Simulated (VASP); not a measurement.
# Zr (P6_3/mmc) in VASP: further runs

Runs on Zr. Level: PBE. Tasks: single point.

Everything below comes from runs of VASP 6.6.1. Logs are shortened: lines on timing, memory, paths and dates and some standing lists are left out, and cuts for length are marked.

### 1 The cell of the first run

The structure is hexagonal, space group P6_3/mmc (No. 194). The conventional cell has a = 3.232 Å, b = 3.232 Å, c = 5.147 Å, α = 90.00°, β = 90.00°, γ = 120.00°. Zr (site symmetry -6m2) has 12 Zr at 3.18 to 3.23 Å within 4.2 Å.

### 2 Single point, PBE

INCAR

```
SYSTEM = Zr
PREC = Accurate
ENCUT = 520
EDIFF = 1E-6
ISMEAR = 1
SIGMA = 0.1
LREAL = .False.
LASPH = .True.
NELM = 80
ALGO = Normal
ISIF = 2
LWAVE = .False.
LCHARG = .False.
GGA = PE
NBANDS = 19
```

KPOINTS

```
regular mesh
0
Gamma
  10 10 6
  0 0 0
```

POSCAR

```
Zr
1.0
    3.2320000000      0.0000000000      0.0000000000
   -1.6160000000      2.7989941000      0.0000000000
    0.0000000000      0.0000000000      5.1470000000
Zr
2
Direct
    0.3333333333      0.6666666667      0.2500000000
    0.6666666667      0.3333333333      0.7500000000
```

Potentials or basis: VASP PAW PBE potentials, release 64 (Zr_sv).

Command:

```bash
$ cat potpaw_PBE.64/Zr_sv/POTCAR > POTCAR
$ mpirun -np 1 vasp_std > vasp.out
```

OUTCAR:

```text
SYSTEM = Zr
   PREC = Accurate
   ENCUT = 520
   EDIFF = 1E-6
   ISMEAR = 1
   LREAL = .False.
   LASPH = .True.
   NELM = 80
   ISIF = 2
   GGA = PE

 ion  position               nearest neighbor table
   1  0.333  0.667  0.250-   2 3.18   2 3.18   2 3.18   2 3.18   2 3.18   2 3.18
   2  0.667  0.333  0.750-   1 3.18   1 3.18   1 3.18   1 3.18   1 3.18   1 3.18

  LATTYP: Found a hexagonal cell.
 ALAT       =     3.2320000000
 C/A-ratio  =     1.5925123762

  Lattice vectors:

 A1 = (   3.2320000000,   0.0000000000,   0.0000000000)
 A2 = (  -1.6160000000,   2.7989941000,   0.0000000000)
 A3 = (   0.0000000000,   0.0000000000,   5.1470000000)

Analysis of symmetry for initial positions (statically):
=====================================================================
 Subroutine PRICEL returns:
 Original cell was already a primitive cell.

 Routine SETGRP: Setting up the symmetry group for a
 hexagonal supercell.

 Subroutine GETGRP returns: Found 24 space group operations
 (whereof 12 operations were pure point group operations)
 out of a pool of 24 trial point group operations.

The static configuration has the point symmetry D_3d.
 The point group associated with its full space group is D_6h.

Analysis of symmetry for dynamics (positions and initial velocities):
=====================================================================
 Subroutine PRICEL returns:
 Original cell was already a primitive cell.

 Routine SETGRP: Setting up the symmetry group for a
 hexagonal supercell.

 Subroutine GETGRP returns: Found 24 space group operations
 (whereof 12 operations were pure point group operations)
 out of a pool of 24 trial point group operations.

The dynamic configuration has the point symmetry D_3d.
 The point group associated with its full space group is D_6h.

 Subroutine INISYM returns: Found 24 space group operations
 (whereof 12 operations are pure point group operations),
 and found     1 'primitive' translations

----------------------------------------------------------------------------------------

                                     Primitive cell

  volume of cell :      46.5616

  direct lattice vectors                    reciprocal lattice vectors
     3.232000000  0.000000000  0.000000000     0.309405941  0.178635603  0.000000000
[... 76 lines left out ...]
 SYSTEM =  Zr
   PREC   = accura    normal or accurate (medium, high low for compatibility)
   ISTART =      0    job   : 0-new  1-cont  2-samecut
   ICHARG =      2    charge: 1-file 2-atom 10-const
   ISPIN  =      1    spin polarized calculation?
   LNONCOLLINEAR =      F non collinear calculations
   LSORBIT =      F    spin-orbit coupling
   LASPH  =      T    aspherical Exc in radial PAW
   ENCUT  =  520.0 eV  38.22 Ry    6.18 a.u.   6.01  6.01  9.57*2*pi/ulx,y,z
   NELM   =     80;   NELMIN=  2; NELMDL= -5     # of ELM steps
   EDIFF  = 0.1E-05   stopping-criterion for ELM
   LREAL  =      F    real-space projection
   EDIFFG = 0.1E-04   stopping-criterion for IOM
   NSW    =      0    number of steps for IOM
   IBRION =     -1    ionic relax: 0-MD 1-quasi-New 2-CG
   NFREE  =      0    steps in history (QN), initial steepest desc. (CG)
   ISIF   =      2    stress and relaxation
   ISYM   =      2    0-nonsym 1-usesym 2-fastsym
   POTIM  = 0.5000    time-step for ionic-motion
   TEBEG  =    0.0;   TEEND  =   0.0 temperature during run
   PSTRESS=    0.0 pullay stress
   NELECT =      24.0000    total number of electrons
   NUPDOWN=      -1.0000    fix difference up-down
   EMIN   =  10.00;   EMAX   =-10.00  energy-range for DOS
   EFERMI =   0.00;   METHOD = LEGACY
   ISMEAR =     1;   SIGMA  =   0.10  broadening in eV -4-tet -1-fermi 0-gaus
   EFERMI_NEDOS =   21; number of points for ismear=-14 and -15
   IALGO  =     38    algorithm
   IMIX   =      4    mixing-type and parameters
     AMIX     =   0.40;   BMIX     =  1.00
     AMIX_MAG =   1.60;   BMIX_MAG =  1.00
  volume/ion in A,a.u.               =      23.28       157.11
  Fermi-wavevector in a.u.,A,eV,Ry     =   1.312611  2.480475 23.442130  1.722948
  Thomas-Fermi vector in A             =   2.442991
   LORBIT       =      0    0 simple, 1 ext, 2 COOP (PROOUT), +10 PAW based schemes
   GGA     = PE    functional components
   LHFCALC =     F    Hartree Fock is set to
   AEXX    =    0.0000 exact exchange contribution
   IVDW    =     0    specifies the selected vdW correction
   LEPSILON=     F    determine dielectric tensor
   LRPA    =     F    only Hartree local field effects (RPA)
 non-spin polarized calculation
 Methfessel and Paxton  Order N= 1 SIGMA  =   0.10
  energy-cutoff  :      520.00
  volume of cell :       46.56
 maximum number of plane-waves:      1272
   NGX = 13   NGY = 13   NGZ = 19

 number of electron      24.0000000 magnetization

 Free energy of the ion-electron system (eV)
  ---------------------------------------------------
  ext. energy  EPLUGINS =         0.00000000
  ---------------------------------------------------
  free energy    TOTEN  =       -17.04224225 eV

  energy without entropy =      -17.04292472  energy(sigma->0) =      -17.04246974

 E-fermi :   8.9966     XC(G=0): -11.0816

 val. band max:        8.9955234272   @ k =   0.2000   0.2000   0.5000
 cond. band min:       9.0373342441   @ k =   0.0000   0.0000   0.5000
 fundamental gap:      0.0418108168
 Fermi energy:         8.9966410267

 k-point     1 :       0.0000    0.0000    0.0000
  band No.  band energies     occupation
      1     -39.8411      2.00000
      2     -39.6866      2.00000
      3     -18.3701      2.00000
      4     -17.4924      2.00000
      5     -17.4924      2.00000
      6     -17.3634      2.00000
[... 505 lines left out ...]
      6     -17.7078      2.00000
[... 11 lines left out ...]
     18      13.9377      0.00000
     19      14.8334      0.00000

 [... further k-points ...]
[... 5 lines left out ...]
  --------------------------------------------------------------------------------------
  -------------------------------------------------------------------------------------
  Total        0.0723072      0.0723072      0.1310791      0.0000000      0.0000000      0.0000000
  in kB        2.4880811      2.4880811      4.5104156      0.0000000      0.0000000      0.0000000
  external PRESSURE =       3.1621926 kB  Pullay stress =       0.0000000 kB

 VOLUME and BASIS-vectors are now :
 -----------------------------------------------------------------------------
  energy-cutoff  :      520.00
  volume of cell :       46.56
      direct lattice vectors                 reciprocal lattice vectors
     3.232000000  0.000000000  0.000000000     0.309405941  0.178635603  0.000000000
    -1.616000000  2.798994100  0.000000000     0.000000000  0.357271207  0.000000000
     0.000000000  0.000000000  5.147000000     0.000000000  0.000000000  0.194287935

 POSITION                                       TOTAL-FORCE (eV/Angst)
 -----------------------------------------------------------------------------------
     -0.00000      1.86600      1.28675        -0.000000      0.000000      0.000000
      1.61600      0.93300      3.86025         0.000000     -0.000000      0.000000
 -----------------------------------------------------------------------------------
    total drift:                               -0.000000      0.000000     -0.000000

  FREE ENERGIE OF THE ION-ELECTRON SYSTEM (eV)
  ---------------------------------------------------
  free  energy   TOTEN  =       -17.0422422455 eV

  energy  without entropy=      -17.0429247241  energy(sigma->0) =      -17.04246974
```

stdout:

```text
POSCAR found type information on POSCAR Zr
 POSCAR found :  1 types and       2 ions
 scaLAPACK will be used
 LDA part: xc-table for (Slater+PW92), standard interpolation
 POSCAR, INCAR and KPOINTS ok, starting setup
 FFT: planning ... GRIDC
 FFT: planning ... GRID_SOFT
 FFT: planning ... GRID
 WAVECAR not read
 entering main loop
```

Wall time 29 s (1 thread of AMD EPYC 7R43 (Zen 3), shared host); peak memory 0.15 GiB.

What came out:

| Item | Value |
| --- | --- |
| Free energy | -17.0422 eV |
| Pressure | 0.3 GPa |
| Band gap on the k mesh | zero (band 12 reaches 9.86 eV, above the bottom of band 13 at 8.80 eV) |

Levels at points of the mesh, in eV from the Fermi level:
```
           k point  band 9  band 10  band 11  band 12  band 13  band 14  band 15  band 16
(0.00, 0.00, 0.00)   -5.66    -3.03     0.86     0.86     1.01     1.17     1.56     1.56
(0.50, 0.00, 0.00)   -2.56    -2.51    -2.14    -0.22     0.53     0.78     1.46     4.89
(0.00, 0.00, 0.50)   -3.95    -3.95     0.04     0.04     0.77     0.77     0.77     0.77
(0.50, 0.00, 0.50)   -2.87    -2.87    -1.05    -1.05     1.62     1.62     2.20     2.20
```

### 3 Single point, PBE

INCAR

```
  PREC = Accurate
  ENCUT = 520
  EDIFF = 1E-6
  ISMEAR = 1
  SIGMA = 0.1
  LREAL = False
  LASPH = True
  NELM = 60
  ALGO = Normal
  ISIF = 2
  LWAVE = False
  LCHARG = False
  GGA = PE
  NBANDS = 19
```

KPOINTS

```
regular mesh
0
Gamma
  10 10 6
```

POSCAR is that of step 2.

Potentials or basis: VASP PAW PBE potentials, release 64 (Zr_sv).

Command:

```bash
$ cat potpaw_PBE.64/Zr_sv/POTCAR > POTCAR
$ mpirun -np 1 vasp_std > vasp.out
```

Wall time 32 s (1 thread of AMD EPYC 7R43 (Zen 3), shared host); peak memory 0.14 GiB.

The run converged. Its results:

```
Free energy            : -17.0422 eV
Pressure               : 0.3 GPa
Band gap on the k mesh : zero (band 12 reaches 9.86 eV, above the bottom of band 13 at 8.80 eV)
```

Stress tensor (GPa, compression positive):
```
0.25 0.00 0.00
0.00 0.25 0.00
0.00 0.00 0.45
```

Levels at points of the mesh, in eV from the Fermi level:
```csv
k point,band 8,band 9,band 10,band 11,band 12,band 13,band 14,band 15,band 16,band 17
"(0.00, 0.00, 0.00)",-26.35,-5.66,-3.03,0.86,0.86,1.01,1.17,1.56,1.56,2.13
"(0.50, 0.00, 0.00)",-26.45,-2.56,-2.51,-2.14,-0.22,0.53,0.78,1.46,4.89,5.30
"(0.00, 0.00, 0.50)",-26.42,-3.95,-3.95,0.04,0.04,0.77,0.77,0.77,0.77,3.95
"(0.50, 0.00, 0.50)",-26.58,-2.87,-2.87,-1.05,-1.05,1.62,1.62,2.20,2.20,5.13
```
